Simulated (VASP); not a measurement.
# ScAl3 (Cmmm) in VASP: notebook

The runs below take ScAl3 through single point, with PBE.

Everything below comes from runs of VASP 6.6.1. Logs are shortened: lines on timing, memory, paths and dates and some standing lists are left out, and cuts for length are marked.

### 1 The cell of the first run

The structure is orthorhombic, space group Cmmm (No. 65). The conventional cell has a = 5.516 Å, b = 6.096 Å, c = 4.105 Å, α = 90.00°, β = 90.00°, γ = 90.00°. Within 3.6 Å of Sc (site symmetry mmm) lie 12 Al at 2.76 to 3.05 Å. Al (site symmetry 2/m) has 8 Al at 2.76 to 3.05 Å and 4 Sc at 2.90 Å within 3.6 Å. Al (site symmetry mmm) has 4 Sc at 2.76 to 3.05 Å and 8 Al at 2.90 Å within 3.6 Å.

### 2 Single point, PBE (strain -0.1000 x Voigt [0, 0, 0, 1, 0, 0])

INCAR

```
SYSTEM = ScAl3
PREC = Accurate
ENCUT = 520
EDIFF = 1E-6
ISMEAR = 0
SIGMA = 0.15
LREAL = .FALSE.
LASPH = .TRUE.
NELM = 80
ALGO = Fast
ISIF = 2
LWAVE = .FALSE.
LCHARG = .TRUE.
GGA = PE
LELF = .TRUE.
LVHAR = .TRUE.
NBANDS = 18
```

KPOINTS

```
Automatic mesh
0
G
  12 12 12
  0 0 0
```

POSCAR

```
ScAl3
1.0
    4.1053305968      0.0000000000      0.0000000000
    0.0000000000      4.1053305968     -0.2052665298
    0.0000000000     -0.2052665298      4.1053305968
Sc Al
1 3
Direct
    0.0000000000      0.0000000000      0.0000000000
    0.5000000000      0.0000000000      0.5000000000
    0.0000000000      0.5000000000      0.5000000000
    0.5000000000      0.5000000000      0.0000000000
```

Potentials or basis: VASP PAW PBE potentials, release 64 (Sc_sv, Al).

On the command line:

```bash
$ cat potpaw_PBE.64/Sc_sv/POTCAR potpaw_PBE.64/Al/POTCAR > POTCAR
$ mpirun -np 1 vasp_std > vasp.out
```

OUTCAR:

```text
SYSTEM = ScAl3
   PREC = Accurate
   ENCUT = 520
   EDIFF = 1E-6
   ISMEAR = 0
   LREAL = .FALSE.
   LASPH = .TRUE.
   NELM = 80
   ISIF = 2
   GGA = PE

 ion  position               nearest neighbor table
   1  0.000  0.000  0.000-   3 2.76   3 2.76   4 2.90   2 2.90   4 2.90   2 2.90   2 2.90   4 2.90
                             2 2.90   4 2.90   3 3.05   3 3.05
   2  0.500  0.000  0.500-   4 2.76   4 2.76   1 2.90   1 2.90   3 2.90   3 2.90   1 2.90   3 2.90
                             1 2.90   3 2.90   4 3.05   4 3.05
   3  0.000  0.500  0.500-   1 2.76   1 2.76   4 2.90   4 2.90   2 2.90   2 2.90   2 2.90   4 2.90
                             4 2.90   2 2.90   1 3.05   1 3.05
   4  0.500  0.500  0.000-   2 2.76   2 2.76   3 2.90   3 2.90   1 2.90   1 2.90   1 2.90   3 2.90
                             3 2.90   1 2.90   2 3.05   2 3.05

  LATTYP: Found a base centered orthorhombic cell.
 ALAT       =     5.5155234977
 B/A-ratio  =     1.1052631579
 C/A-ratio  =     0.7443229276

  Lattice vectors:

 A1 = (   0.0000000000,   4.1053305968,  -0.2052665298)
 A2 = (   0.0000000000,  -0.2052665298,   4.1053305968)
 A3 = (   4.1053305968,   0.0000000000,   0.0000000000)

Analysis of symmetry for initial positions (statically):
=====================================================================
 Subroutine PRICEL returns:
 Original cell was already a primitive cell.

 Routine SETGRP: Setting up the symmetry group for a
 base centered orthorhombic supercell.

 Subroutine GETGRP returns: Found  8 space group operations
 (whereof  8 operations were pure point group operations)
 out of a pool of  8 trial point group operations.

The static configuration has the point symmetry D_2h.

Analysis of symmetry for dynamics (positions and initial velocities):
=====================================================================
 Subroutine PRICEL returns:
 Original cell was already a primitive cell.

 Routine SETGRP: Setting up the symmetry group for a
 base centered orthorhombic supercell.

 Subroutine GETGRP returns: Found  8 space group operations
 (whereof  8 operations were pure point group operations)
 out of a pool of  8 trial point group operations.

The dynamic configuration has the point symmetry D_2h.

 Subroutine INISYM returns: Found  8 space group operations
 (whereof  8 operations are pure point group operations),
 and found     1 'primitive' translations

----------------------------------------------------------------------------------------

                                     Primitive cell

  volume of cell :      69.0172

  direct lattice vectors                    reciprocal lattice vectors
[... 90 lines left out ...]
   NELM   =     80;   NELMIN=  2; NELMDL= -5     # of ELM steps
   EDIFF  = 0.1E-05   stopping-criterion for ELM
   LREAL  =      F    real-space projection
[... 7 lines left out ...]
   TEBEG  =    0.0;   TEEND  =   0.0 temperature during run
   PSTRESS=    0.0 pullay stress
   NELECT =      20.0000    total number of electrons
   NUPDOWN=      -1.0000    fix difference up-down
   EMIN   =  10.00;   EMAX   =-10.00  energy-range for DOS
   EFERMI =   0.00;   METHOD = LEGACY
   ISMEAR =     0;   SIGMA  =   0.15  broadening in eV -4-tet -1-fermi 0-gaus
   EFERMI_NEDOS =   21; number of points for ismear=-14 and -15
   IALGO  =     68    algorithm
   IMIX   =      4    mixing-type and parameters
     AMIX     =   0.40;   BMIX     =  1.00
     AMIX_MAG =   1.60;   BMIX_MAG =  1.00
  volume/ion in A,a.u.               =      17.25       116.44
  Fermi-wavevector in a.u.,A,eV,Ry     =   1.083342  2.047220 15.968215  1.173631
  Thomas-Fermi vector in A             =   2.219406
   LORBIT       =      0    0 simple, 1 ext, 2 COOP (PROOUT), +10 PAW based schemes
   GGA     = PE    functional components
   LHFCALC =     F    Hartree Fock is set to
   AEXX    =    0.0000 exact exchange contribution
   IVDW    =     0    specifies the selected vdW correction
   LEPSILON=     F    determine dielectric tensor
   LRPA    =     F    only Hartree local field effects (RPA)
 non-spin polarized calculation
 RMM-DIIS sequential band-by-band and
 Gauss-broadening in eV      SIGMA  =   0.15
  energy-cutoff  :      520.00
  volume of cell :       69.02
 maximum number of plane-waves:      1884
 NGX is ok and might be reduce to    32
   NGX = 15   NGY = 15   NGZ = 15

 number of electron      19.9999999 magnetization

 Free energy of the ion-electron system (eV)
  ---------------------------------------------------
  ext. energy  EPLUGINS =         0.00000000
  ---------------------------------------------------
  free energy    TOTEN  =       -19.15171807 eV

  energy without entropy =      -19.13573784  energy(sigma->0) =      -19.14372796

 E-fermi :   7.1376     XC(G=0): -10.3724

 val. band max:        7.1374285223   @ k =   0.2500  -0.1667   0.0833
 cond. band min:       7.1511274712   @ k =   0.2500   0.0833   0.0000
 fundamental gap:      0.0136989488
 Fermi energy:         7.1376134338

 k-point     1 :       0.0000    0.0000    0.0000
  band No.  band energies     occupation
      1     -41.8372      2.00000
      2     -20.5555      2.00000
      3     -20.5375      2.00000
      4     -20.5241      2.00000
      5      -2.7975      2.00000
      6       4.5559      2.00000
[... 481 lines left out ...]
      5      -1.9873      2.00000
      6       2.2738      2.00000
[... 10 lines left out ...]
     17      12.1878      0.00000
     18      12.7461      0.00000

 [... further k-points ...]

------------------------ aborting loop because EDIFF is reached ----------------------------------------

  FORCE on cell =-STRESS in cart. coord.  units (eV):
  Direction    XX          YY          ZZ          XY          YZ          ZX
  --------------------------------------------------------------------------------------
  -------------------------------------------------------------------------------------
  Total       -0.0649490      0.9111090      0.9111090      0.0000000      3.0762970      0.0000000
  in kB       -1.5077367     21.1506448     21.1506448      0.0000000     71.4136984      0.0000000
  external PRESSURE =      13.5978510 kB  Pullay stress =       0.0000000 kB

 VOLUME and BASIS-vectors are now :
 -----------------------------------------------------------------------------
  energy-cutoff  :      520.00
  volume of cell :       69.02
      direct lattice vectors                 reciprocal lattice vectors
     4.105330597  0.000000000  0.000000000     0.243585742  0.000000000  0.000000000
     0.000000000  4.105330597 -0.205266530     0.000000000  0.244196233  0.012209812
     0.000000000 -0.205266530  4.105330597     0.000000000  0.012209812  0.244196233

 POSITION                                       TOTAL-FORCE (eV/Angst)
 -----------------------------------------------------------------------------------
      0.00000      0.00000      0.00000         0.000000      0.000000      0.000000
      2.05267     -0.10263      2.05267         0.000000      0.000000      0.000000
      0.00000      1.95003      1.95003         0.000000      0.000000      0.000000
      2.05267      2.05267     -0.10263         0.000000     -0.000000      0.000000
 -----------------------------------------------------------------------------------
    total drift:                               -0.000000      0.000000      0.000000

  FREE ENERGIE OF THE ION-ELECTRON SYSTEM (eV)
  ---------------------------------------------------
  free  energy   TOTEN  =       -19.1517180717 eV

  energy  without entropy=      -19.1357378423  energy(sigma->0) =      -19.14372796
```

OSZICAR:

```text
N       E                     dE             d eps       ncg     rms          rms(c)
DAV:   1     0.107897405216E+03    0.10790E+03   -0.82647E+03 10876   0.101E+03
DAV:   2    -0.152263659968E+02   -0.12312E+03   -0.12020E+03 10876   0.289E+02
DAV:   3    -0.200313386734E+02   -0.48050E+01   -0.46299E+01 16230   0.552E+01
DAV:   4    -0.201606252575E+02   -0.12929E+00   -0.12866E+00 16622   0.930E+00
DAV:   5    -0.201630238918E+02   -0.23986E-02   -0.23984E-02 15806   0.112E+00    0.875E+00
RMM:   6    -0.190913141802E+02    0.10717E+01   -0.18262E+00 11268   0.150E+01    0.264E+00
RMM:   7    -0.192056577107E+02   -0.11434E+00   -0.21549E+00 14964   0.637E+00    0.143E+00
RMM:   8    -0.191515551849E+02    0.54103E-01   -0.14527E-01 12283   0.443E+00    0.161E+00
RMM:   9    -0.191551387150E+02   -0.35835E-02   -0.85565E-02 15240   0.230E+00    0.628E-01
RMM:  10    -0.191513921400E+02    0.37466E-02   -0.23081E-02 14143   0.134E+00    0.130E-01
RMM:  11    -0.191520467391E+02   -0.65460E-03   -0.53248E-03 15675   0.509E-01    0.109E-01
RMM:  12    -0.191517373357E+02    0.30940E-03   -0.12660E-03 16809   0.278E-01    0.335E-02
RMM:  13    -0.191517458932E+02   -0.85575E-05   -0.16139E-04 16359   0.944E-02    0.327E-02
RMM:  14    -0.191517264040E+02    0.19489E-04   -0.67202E-05 15995   0.769E-02    0.989E-02
RMM:  15    -0.191517179608E+02    0.84432E-05   -0.24170E-05 16000   0.374E-02    0.474E-03
RMM:  16    -0.191517180717E+02   -0.11095E-06   -0.56779E-06 13707   0.299E-02
   1 F= -.19151718E+02 E0= -.19143728E+02  d E =-.159802E-01
```

stdout:

```text
POSCAR found type information on POSCAR ScAl
 POSCAR found :  2 types and       4 ions
 scaLAPACK will be used
 LDA part: xc-table for (Slater+PW92), standard interpolation
 POSCAR, INCAR and KPOINTS ok, starting setup
 FFT: planning ... GRIDC
 FFT: planning ... GRID_SOFT
 FFT: planning ... GRID
 WAVECAR not read
 entering main loop
```

Wall time 4.2 min (1 thread of Intel Xeon Platinum 8488C (Sapphire Rapids), shared host); peak memory 0.45 GiB.

Results:

* Free energy: -19.1517 eV
* Pressure: 1.4 GPa
* Band gap on the k mesh: zero (bands 10 and 11 overlap by 3.40 eV)

Stress tensor (GPa, compression positive):
```
-0.15  0.00  0.00
 0.00  2.12  7.14
 0.00  7.14  2.12
```

Caveat: the cell differs from its parent crystal (strain -0.1000 x Voigt [0, 0, 0, 1, 0, 0]).

### 3 Single point, PBE (strain +0.0750 x Voigt [0, 0, 0, 1, 0, 0])

INCAR

```
ALGO = Fast
EDIFF = 1E-6
ENCUT = 520
GGA = PE
ISIF = 2
ISMEAR = 0
LASPH = T
LCHARG = F
LREAL = F
LWAVE = F
NBANDS = 18
NELM = 60
PREC = Accurate
SIGMA = 0.15
```

KPOINTS

```
k-points
0
Gamma
  12 12 12
```

POSCAR: that of step 2 with these lines changed.

```diff
@@ -3,4 +3,4 @@
     4.1053305968      0.0000000000      0.0000000000
-    0.0000000000      4.1053305968     -0.2052665298
-    0.0000000000     -0.2052665298      4.1053305968
+    0.0000000000      4.1053305968      0.1539498974
+    0.0000000000      0.1539498974      4.1053305968
 Sc Al
```

Potentials or basis: VASP PAW PBE potentials, release 64 (Sc_sv, Al).

On the command line:

```bash
$ cat potpaw_PBE.64/Sc_sv/POTCAR potpaw_PBE.64/Al/POTCAR > POTCAR
$ mpirun -np 1 vasp_std > vasp.out
```

OUTCAR:

```text
EDIFF = 1E-6
   ENCUT = 520
   GGA = PE
   ISIF = 2
   ISMEAR = 0
   LASPH = T
   LREAL = F
   NELM = 60
   PREC = Accurate

 ion  position               nearest neighbor table
   1  0.000  0.000  0.000-   3 2.79   3 2.79   2 2.90   2 2.90   4 2.90   4 2.90   2 2.90   4 2.90
                             2 2.90   4 2.90   3 3.01   3 3.01
   2  0.500  0.000  0.500-   4 2.79   4 2.79   1 2.90   1 2.90   3 2.90   3 2.90   1 2.90   3 2.90
                             1 2.90   3 2.90   4 3.01   4 3.01
   3  0.000  0.500  0.500-   1 2.79   1 2.79   2 2.90   4 2.90   4 2.90   2 2.90   2 2.90   4 2.90
                             4 2.90   2 2.90   1 3.01   1 3.01
   4  0.500  0.500  0.000-   2 2.79   2 2.79   1 2.90   3 2.90   1 2.90   3 2.90   1 2.90   3 2.90
                             3 2.90   1 2.90   2 3.01   2 3.01

  LATTYP: Found a base centered orthorhombic cell.
 ALAT       =     5.5880961752
 B/A-ratio  =     1.0779220779
 C/A-ratio  =     0.7346563960

  Lattice vectors:

 A1 = (   0.0000000000,  -0.1539498974,  -4.1053305968)
[... 182 lines left out ...]

 E-fermi :   7.1497     XC(G=0): -10.3700

 val. band max:        7.1325956119   @ k =   0.3333   0.2500  -0.0000
 cond. band min:       7.1509665371   @ k =   0.2500   0.0833   0.0000
 fundamental gap:      0.0183709252
 Fermi energy:         7.1496952878

 k-point     1 :       0.0000    0.0000    0.0000
  band No.  band energies     occupation
      1     -41.8444      2.00000
      2     -20.5586      2.00000
      3     -20.5437      2.00000
      4     -20.5327      2.00000
      5      -2.8012      2.00000
      6       4.5548      2.00000
[... 481 lines left out ...]
      5      -1.9929      2.00000
      6       2.2632      2.00000
[... 10 lines left out ...]
     17      12.0756      0.00000
     18      12.7312      0.00000

 [... further k-points ...]

------------------------ aborting loop because EDIFF is reached ----------------------------------------

  FORCE on cell =-STRESS in cart. coord.  units (eV):
  Direction    XX          YY          ZZ          XY          YZ          ZX
  --------------------------------------------------------------------------------------
  -------------------------------------------------------------------------------------
  Total       -0.0459710      0.5159893      0.5159893      0.0000000     -2.3135965      0.0000000
  in kB       -1.0660096     11.9651473     11.9651473      0.0000000    -53.6494092      0.0000000
  external PRESSURE =       7.6214283 kB  Pullay stress =       0.0000000 kB

 VOLUME and BASIS-vectors are now :
 -----------------------------------------------------------------------------
  energy-cutoff  :      520.00
  volume of cell :       69.09
      direct lattice vectors                 reciprocal lattice vectors
     4.105330597  0.000000000  0.000000000     0.243585742  0.000000000  0.000000000
     0.000000000  4.105330597  0.153949897     0.000000000  0.243928767 -0.009147329
     0.000000000  0.153949897  4.105330597     0.000000000 -0.009147329  0.243928767

 POSITION                                       TOTAL-FORCE (eV/Angst)
 -----------------------------------------------------------------------------------
      0.00000      0.00000      0.00000         0.000000     -0.000000      0.000000
      2.05267      0.07697      2.05267         0.000000      0.000000      0.000000
      0.00000      2.12964      2.12964         0.000000     -0.000000      0.000000
      2.05267      2.05267      0.07697         0.000000     -0.000000      0.000000
 -----------------------------------------------------------------------------------
    total drift:                               -0.000000      0.000000      0.000000

  FREE ENERGIE OF THE ION-ELECTRON SYSTEM (eV)
  ---------------------------------------------------
  free  energy   TOTEN  =       -19.2200306592 eV

  energy  without entropy=      -19.2043732776  energy(sigma->0) =      -19.21220197
```

stdout:

```text
POSCAR found type information on POSCAR ScAl
 POSCAR found :  2 types and       4 ions
 scaLAPACK will be used
 LDA part: xc-table for (Slater+PW92), standard interpolation
 POSCAR, INCAR and KPOINTS ok, starting setup
 FFT: planning ... GRIDC
 FFT: planning ... GRID_SOFT
 FFT: planning ... GRID
 WAVECAR not read
 entering main loop
```

Wall time 4 min (1 thread of Intel Xeon Platinum 8488C (Sapphire Rapids), shared host); peak memory 0.45 GiB.

What came out:

```yaml
Free_energy: -19.2200 eV
Pressure: 0.8 GPa
Band_gap_on_the_k_mesh: zero (bands 10 and 11 overlap by 3.53 eV)
```

Stress tensor (GPa, compression positive):
```
-0.11  0.00  0.00
 0.00  1.20 -5.36
 0.00 -5.36  1.20
```

Levels at points of the mesh, in eV from the Fermi level:
```tsv
k point	band 8	band 9	band 10	band 11	band 12	band 13
(0.00, 0.00, 0.00)	-1.97	-1.79	-1.57	1.09	1.29	1.35
(0.50, 0.00, 0.00)	-1.53	-1.41	0.85	0.99	1.07	1.40
(0.00, 0.50, 0.00)	-1.68	-1.36	0.32	1.00	1.24	1.62
(0.50, 0.50, 0.00)	-4.31	-0.60	-0.53	1.13	1.49	2.09
(0.00, 0.50, 0.50)	-4.29	-0.69	-0.33	1.22	1.31	2.13
(0.50, 0.50, 0.50)	-4.35	-3.22	-2.91	-2.60	0.97	2.57
```

Caveat: the cell differs from its parent crystal (strain +0.0750 x Voigt [0, 0, 0, 1, 0, 0]).

[end of part 1 of 2]
